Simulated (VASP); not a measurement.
# I (Cmce) in VASP: notebook

Aim: see how the results for I move with the level of theory and the settings. Levels: PBEsol, r2SCAN. Tasks: single point.

Everything below comes from runs of VASP 6.6.1. Logs are shortened: lines on timing, memory, paths and dates and some standing lists are left out, and cuts for length are marked.

## (1) The cell of the first run

Symmetry: Cmce, No. 64, orthorhombic system. The conventional cell has a = 7.508 Å, b = 4.382 Å, c = 9.646 Å, α = 90.00°, β = 90.00°, γ = 90.00°. I (site symmetry m) has 4 I at 2.81 to 3.72 Å within 3.8 Å.

## (2) Single point, PBEsol

Contents of INCAR:

```
SYSTEM = I
  PREC = Accurate
  ENCUT = 520
  EDIFF = 1E-7
  ISMEAR = -1
  SIGMA = 0.05
  LREAL = .FALSE.
  LASPH = .TRUE.
  NELM = 60
  ALGO = Normal
  ISIF = 2
  LWAVE = .FALSE.
  LCHARG = .FALSE.
  GGA = PS
  NBANDS = 22
```

Contents of KPOINTS:

```
regular mesh
0
G
  7 7 3
  0 0 0
```

Contents of POSCAR:

```
I
1.0
    3.7539570000     -2.1908110000      0.0000000000
    3.7539570000      2.1908110000      0.0000000000
    0.0000000000      0.0000000000      9.6456440000
I
4
Direct
    0.8270540000      0.1729460000      0.1227910000
    0.6729460000      0.3270540000      0.6227910000
    0.3270540000      0.6729460000      0.3772090000
    0.1729460000      0.8270540000      0.8772090000
```

Potentials or basis: VASP PAW PBE potentials, release 64 (I).

The run is started by

```bash
$ cat potpaw_PBE.64/I/POTCAR > POTCAR
$ mpirun -np 1 vasp_std > vasp.out
```

OUTCAR:

```text
SYSTEM = I
   PREC = Accurate
   ENCUT = 520
   EDIFF = 1E-7
   ISMEAR = -1
   LREAL = .FALSE.
   LASPH = .TRUE.
   NELM = 60
   ISIF = 2
   GGA = PS

 ion  position               nearest neighbor table
   1  0.827  0.173  0.123-   4 2.81   3 3.29   3 3.29
   2  0.673  0.327  0.623-   3 2.81   4 3.29   4 3.29
   3  0.327  0.673  0.377-   2 2.81   1 3.29   1 3.29
   4  0.173  0.827  0.877-   1 2.81   2 3.29   2 3.29

  LATTYP: Found a base centered orthorhombic cell.
 ALAT       =     4.3816220000
 B/A-ratio  =     1.7135010733
 C/A-ratio  =     2.2013866098

  Lattice vectors:

 A1 = (  -3.7539570000,  -2.1908110000,   0.0000000000)
 A2 = (   3.7539570000,  -2.1908110000,   0.0000000000)
 A3 = (   0.0000000000,   0.0000000000,   9.6456440000)

Analysis of symmetry for initial positions (statically):
=====================================================================
 Subroutine PRICEL returns:
 Original cell was already a primitive cell.

 Routine SETGRP: Setting up the symmetry group for a
 base centered orthorhombic supercell.

 Subroutine GETGRP returns: Found  8 space group operations
 (whereof  4 operations were pure point group operations)
 out of a pool of  8 trial point group operations.

The static configuration has the point symmetry C_2h.
 The point group associated with its full space group is D_2h.

Analysis of symmetry for dynamics (positions and initial velocities):
=====================================================================
 Subroutine PRICEL returns:
 Original cell was already a primitive cell.

 Routine SETGRP: Setting up the symmetry group for a
 base centered orthorhombic supercell.

 Subroutine GETGRP returns: Found  8 space group operations
 (whereof  4 operations were pure point group operations)
 out of a pool of  8 trial point group operations.

The dynamic configuration has the point symmetry C_2h.
 The point group associated with its full space group is D_2h.

 Subroutine INISYM returns: Found  8 space group operations
 (whereof  4 operations are pure point group operations),
 and found     1 'primitive' translations

----------------------------------------------------------------------------------------

                                     Primitive cell

  volume of cell :     158.6556

  direct lattice vectors                    reciprocal lattice vectors
     3.753957000 -2.190811000  0.000000000     0.133192788 -0.228225986  0.000000000
     3.753957000  2.190811000  0.000000000     0.133192788  0.228225986  0.000000000
     0.000000000  0.000000000  9.645644000     0.000000000  0.000000000  0.103673741

  length of vectors
     4.346475123  4.346475123  9.645644000     0.264248783  0.264248783  0.103673741

  position of ions in fractional coordinates (direct lattice)
     0.827054000  0.172946000  0.122791000
     0.672946000  0.327054000  0.622791000
     0.327054000  0.672946000  0.377209000
     0.172946000  0.827054000  0.877209000

  ion indices of the primitive-cell ions
   primitive index   ion index
                 1           1
                 2           2
                 3           3
                 4           4

----------------------------------------------------------------------------------------

 KPOINTS: regular mesh

Automatic generation of k-mesh.
 Grid dimensions read from file:
 generate k-points for:    7    7    3

 Generating k-lattice:

  Cartesian coordinates                     Fractional coordinates (reciprocal lattice)
     0.019027541 -0.032603712  0.000000000     0.142857143  0.000000000  0.000000000
     0.019027541  0.032603712  0.000000000     0.000000000  0.142857143  0.000000000
     0.000000000  0.000000000  0.034557914     0.000000000  0.000000000  0.333333333

  Length of vectors
     0.037749826  0.037749826  0.034557914

  Shift w.r.t. Gamma in fractional coordinates (k-lattice)
     0.000000000  0.000000000  0.000000000

 Subroutine IBZKPT returns following result:
 ===========================================

 Found     32 irreducible k-points:

 Following reciprocal coordinates:
            Coordinates               Weight
  0.000000  0.000000  0.000000      1.000000
  0.142857 -0.000000  0.000000      4.000000
  0.285714  0.000000  0.000000      4.000000
  0.428571 -0.000000  0.000000      4.000000
  0.142857  0.142857  0.000000      2.000000
  0.285714  0.142857  0.000000      4.000000
[... 16 lines left out ...]
  0.428571  0.142857  0.333333      8.000000
 -0.428571  0.142857  0.333333      8.000000
 [... further k-points ...]
   k-points           NKPTS =     32   k-points in BZ     NKDIM =     32   number of bands    NBANDS=     22
   number of dos      NEDOS =    301   number of ions     NIONS =      4
   total plane-waves  NPLWV =  73728
   dimension x,y,z NGX =    32 NGY =   32 NGZ =   72
   dimension x,y,z NGXF=    64 NGYF=   64 NGZF=  144
   ions per type =               4
   NGX,Y,Z   is equivalent  to a cutoff of  12.24, 12.24, 12.41 a.u.
   NGXF,Y,Z  is equivalent  to a cutoff of  24.48, 24.48, 24.82 a.u.
 SYSTEM =  I
   PREC   = accura    normal or accurate (medium, high low for compatibility)
   ISTART =      0    job   : 0-new  1-cont  2-samecut
   ICHARG =      2    charge: 1-file 2-atom 10-const
   ISPIN  =      1    spin polarized calculation?
   LNONCOLLINEAR =      F non collinear calculations
   LSORBIT =      F    spin-orbit coupling
   LASPH  =      T    aspherical Exc in radial PAW
   ENCUT  =  520.0 eV  38.22 Ry    6.18 a.u.   8.08  8.08 17.93*2*pi/ulx,y,z
   NELM   =     60;   NELMIN=  2; NELMDL= -5     # of ELM steps
   EDIFF  = 0.1E-06   stopping-criterion for ELM
   LREAL  =      F    real-space projection
   EDIFFG = 0.1E-05   stopping-criterion for IOM
   NSW    =      0    number of steps for IOM
   IBRION =     -1    ionic relax: 0-MD 1-quasi-New 2-CG
   NFREE  =      0    steps in history (QN), initial steepest desc. (CG)
   ISIF   =      2    stress and relaxation
   ISYM   =      2    0-nonsym 1-usesym 2-fastsym
   POTIM  = 0.5000    time-step for ionic-motion
   TEBEG  =    0.0;   TEEND  =   0.0 temperature during run
   PSTRESS=    0.0 pullay stress
   NELECT =      28.0000    total number of electrons
   NUPDOWN=      -1.0000    fix difference up-down
   EMIN   =  10.00;   EMAX   =-10.00  energy-range for DOS
   EFERMI =   0.00;   METHOD = LEGACY
   ISMEAR =    -1;   SIGMA  =   0.05  broadening in eV -4-tet -1-fermi 0-gaus
   EFERMI_NEDOS =   21; number of points for ismear=-14 and -15
   IALGO  =     38    algorithm
   IMIX   =      4    mixing-type and parameters
     AMIX     =   0.40;   BMIX     =  1.00
     AMIX_MAG =   1.60;   BMIX_MAG =  1.00
  volume/ion in A,a.u.               =      39.66       267.67
  Fermi-wavevector in a.u.,A,eV,Ry     =   0.918281  1.735300 11.472982  0.843240
  Thomas-Fermi vector in A             =   2.043345
   LORBIT       =      0    0 simple, 1 ext, 2 COOP (PROOUT), +10 PAW based schemes
   GGA     = PS    functional components
   LHFCALC =     F    Hartree Fock is set to
   AEXX    =    0.0000 exact exchange contribution
   IVDW    =     0    specifies the selected vdW correction
   LEPSILON=     F    determine dielectric tensor
   LRPA    =     F    only Hartree local field effects (RPA)
 non-spin polarized calculation
  energy-cutoff  :      520.00
  volume of cell :      158.66
 maximum number of plane-waves:      4284
   NGX = 17   NGY = 17   NGZ = 35

 number of electron      27.9999994 magnetization

 Free energy of the ion-electron system (eV)
  ---------------------------------------------------
  ext. energy  EPLUGINS =         0.00000000
  ---------------------------------------------------
  free energy    TOTEN  =        -7.02328787 eV

  energy without entropy =       -7.02326566  energy(sigma->0) =       -7.02327677

 E-fermi :   3.6371     XC(G=0):  -8.5317

 val. band max:        3.2674056160   @ k =   0.0000   0.0000   0.0000
 cond. band min:       4.0598316910   @ k =  -0.4286   0.4286   0.0000
 fundamental gap:      0.7924260751
 Fermi energy:         3.6371286449

 k-point     1 :       0.0000    0.0000    0.0000
  band No.  band energies     occupation
      1     -10.5628      2.00000
      2      -9.6978      2.00000
      3      -9.0189      2.00000
      4      -7.4806      2.00000
      5      -1.5669      2.00000
      6       0.1738      2.00000
[... 14 lines left out ...]
     21      10.3343      0.00000
     22      11.0784      0.00000

 k-point     2 :       0.1429   -0.0000    0.0000
  band No.  band energies     occupation
      1     -10.4630      2.00000
      2      -9.6582      2.00000
      3      -8.9448      2.00000
      4      -7.5721      2.00000
      5      -1.5263      2.00000
      6      -0.1170      2.00000
[... 14 lines left out ...]
     21      10.2704      0.00000
     22      10.4569      0.00000

 k-point     3 :       0.2857    0.0000    0.0000
  band No.  band energies     occupation
      1     -10.1930      2.00000
      2      -9.5878      2.00000
      3      -8.7475      2.00000
      4      -7.8284      2.00000
      5      -1.5772      2.00000
      6      -0.9784      2.00000
[... 14 lines left out ...]
     21      10.4635      0.00000
     22      11.3078      0.00000

 k-point     4 :       0.4286   -0.0000    0.0000
  band No.  band energies     occupation
      1      -9.8542      2.00000
      2      -9.6195      2.00000
      3      -8.4810      2.00000
      4      -8.1672      2.00000
      5      -1.7663      2.00000
      6      -1.6216      2.00000
[... 14 lines left out ...]
     21      11.4379      0.00000
     22      11.7012      0.00000

 k-point     5 :       0.1429    0.1429    0.0000
  band No.  band energies     occupation
      1     -10.5081      2.00000
      2      -9.6557      2.00000
      3      -8.9708      2.00000
      4      -7.4660      2.00000
      5      -1.5147      2.00000
      6       0.1128      2.00000
[... 417 lines left out ...]
 k-point    22 :       0.2857    0.1429    0.3333
  band No.  band energies     occupation
      1     -10.2451      2.00000
      2      -9.9070      2.00000
      3      -8.4251      2.00000
      4      -7.8245      2.00000
      5      -1.2322      2.00000
      6      -0.6910      2.00000
[... 14 lines left out ...]
     21      10.1239      0.00000
     22      10.3587      0.00000

 k-point    23 :       0.4286    0.1429    0.3333
  band No.  band energies     occupation
      1      -9.9915      2.00000
      2      -9.7353      2.00000
      3      -8.3968      2.00000
      4      -8.0066      2.00000
      5      -1.4691      2.00000
      6      -1.0981      2.00000
[... 14 lines left out ...]
     21      10.6303      0.00000
     22      10.7871      0.00000

 k-point    24 :      -0.4286    0.1429    0.3333
  band No.  band energies     occupation
      1      -9.7511      2.00000
      2      -9.6695      2.00000
      3      -8.3644      2.00000
      4      -8.2566      2.00000
      5      -1.5349      2.00000
      6      -1.3645      2.00000
[... 14 lines left out ...]
     21      11.5314      0.00000
     22      12.0744      0.00000

 [... further k-points ...]
[... 5 lines left out ...]
  --------------------------------------------------------------------------------------
  -------------------------------------------------------------------------------------
  Total        0.0102525      0.0149910     -0.0452201      0.0000000     -0.0000000      0.0000000
  in kB        0.1035348      0.1513862     -0.4566536      0.0000000     -0.0000000      0.0000000
  external PRESSURE =      -0.0672442 kB  Pullay stress =       0.0000000 kB

 VOLUME and BASIS-vectors are now :
 -----------------------------------------------------------------------------
  energy-cutoff  :      520.00
  volume of cell :      158.66
      direct lattice vectors                 reciprocal lattice vectors
     3.753957000 -2.190811000  0.000000000     0.133192788 -0.228225986  0.000000000
     3.753957000  2.190811000  0.000000000     0.133192788  0.228225986  0.000000000
     0.000000000  0.000000000  9.645644000     0.000000000  0.000000000  0.103673741

 POSITION                                       TOTAL-FORCE (eV/Angst)
 -----------------------------------------------------------------------------------
      3.75396     -1.43303      1.18440         0.000000     -0.001066     -0.007550
      3.75396     -0.75778      6.00722         0.000000      0.001066     -0.007550
      3.75396      0.75778      3.63842         0.000000     -0.001066      0.007550
      3.75396      1.43303      8.46125         0.000000      0.001066      0.007550
 -----------------------------------------------------------------------------------
    total drift:                                0.000000     -0.000000      0.000000

  FREE ENERGIE OF THE ION-ELECTRON SYSTEM (eV)
  ---------------------------------------------------
  free  energy   TOTEN  =        -7.0232878725 eV

  energy  without entropy=       -7.0232656579  energy(sigma->0) =       -7.02327677
```

Run time: 2 min. Hardware: 1 thread of AMD EPYC 7R43 (Zen 3), shared host; peak memory 0.26 GiB.

What came out:

| Property | Result |
| --- | --- |
| Free energy | -7.0233 eV |
| Pressure | 0.0 GPa |
| Largest force | 0.008 eV/Å |
| Band gap on the k mesh | 0.79 eV (least direct gap 1.08 eV) |

Forces on the atoms (eV/Å):
```
I    0.000 -0.001 -0.008
I    0.000  0.001 -0.008
I    0.000 -0.001  0.008
I    0.000  0.001  0.008
```

Caveat: the PAW data sets were made with another functional, which shifts forces and pressure a little; spin-orbit coupling is left out, which moves the levels of the heavy elements; an odd mesh through Γ misses points on the zone boundary, where band edges can lie.

## (3) Single point, r2SCAN

POSCAR is that of step 2.

Contents of INCAR.step1:

```
  PREC = Accurate
  ENCUT = 520
  ISMEAR = -1
  SIGMA = 0.05
  LREAL = False
  LASPH = True
  NELM = 100
  NBANDS = 22
  GGA = PE
  ALGO = Normal
  EDIFF = 1E-4
  LWAVE = True
  LCHARG = False
```

Contents of INCAR.step2:

```
  PREC = Accurate
  ENCUT = 520
  EDIFF = 1E-7
  ISMEAR = -1
  SIGMA = 0.05
  LREAL = False
  LASPH = True
  NELM = 100
  ALGO = Normal
  ISIF = 2
  LWAVE = False
  LCHARG = False
  METAGGA = R2SCAN
  LMIXTAU = True
  NBANDS = 22
  ISTART = 1
```

Contents of KPOINTS:

```
Automatic mesh
0
Gamma
  7 7 3
```

Potentials or basis: VASP PAW PBE potentials, release 64 (I).

The run is started by

```bash
$ cat potpaw_PBE.64/I/POTCAR > POTCAR
$ cp INCAR.step1 INCAR
$ mpirun -np 1 vasp_std > vasp.out
$ cp INCAR.step2 INCAR
$ mpirun -np 1 vasp_std > vasp.out
```

It took 7.6 min on 1 thread of AMD EPYC 7R43 (Zen 3), shared host; peak memory 0.28 GiB.

Results (log left out):

* Free energy: -98.1370 eV
* Pressure: 1.5 GPa
* Largest force: 0.162 eV/Å
* Band gap on the k mesh: 1.04 eV (least direct gap 1.29 eV)

Forces on the atoms (eV/Å):
```
I    0.000 -0.065 -0.148
I    0.000  0.065 -0.148
I    0.000 -0.065  0.148
I    0.000  0.065  0.148
```

Stress tensor (GPa, compression positive):
```
0.65 0.00 0.00
0.00 1.83 0.00
0.00 0.00 1.87
```

Levels at points of the mesh, in eV from the valence-band top:
```tsv
k point	band 12	band 13	band 14	band 15	band 16	band 17
(0.00, 0.00, 0.00)	-0.85	-0.56	0.00	1.29	2.20	5.19
```

Caveat: the PAW data sets were made with another functional, which shifts forces and pressure a little; spin-orbit coupling is left out, which moves the levels of the heavy elements; an odd mesh through Γ misses points on the zone boundary, where band edges can lie.
